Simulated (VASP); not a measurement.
Input of a VASP 6.6.1 run:

The input INCAR:

```
SYSTEM = Cs
PREC = Accurate
ENCUT = 520
EDIFF = 1E-6
ISMEAR = -1
SIGMA = 0.1
LREAL = .False.
LASPH = .True.
NELM = 100
ALGO = Normal
ISIF = 2
LWAVE = .False.
LCHARG = .False.
GGA = PS
NBANDS = 26
```

File KPOINTS:

```
Automatic mesh
0
Gamma
  8 8 2
  0 0 0
```

File POSCAR:

```
Cs
1.0
    5.2378530365      0.0000000000      0.0000000000
   -2.6189265182      4.5361137909      0.0000000000
    0.0000000000      0.0000000000     17.1068280170
Cs
4
Direct
    0.0000000000      0.0000000000      0.0000000000
    0.0000000000      0.0000000000      0.5000000000
    0.3333333333      0.6666666667      0.2500000000
    0.6666666667      0.3333333333      0.7500000000
```

Potentials or basis: VASP PAW PBE potentials, release 64 (Cs_sv).

Command:

```console
$ cat potpaw_PBE.64/Cs_sv/POTCAR > POTCAR
$ mpirun -np 1 vasp_std > vasp.out
```

Q: Estimate the pressure.

A: 0.2 GPa.

Q: Predict the band gap on the k mesh.

A: Zero (bands 18 and 19 overlap by 1.66 eV).

Caveat: the PAW data sets were made with another functional, which shifts forces and pressure a little; spin-orbit coupling is left out, which moves the levels of the heavy elements.
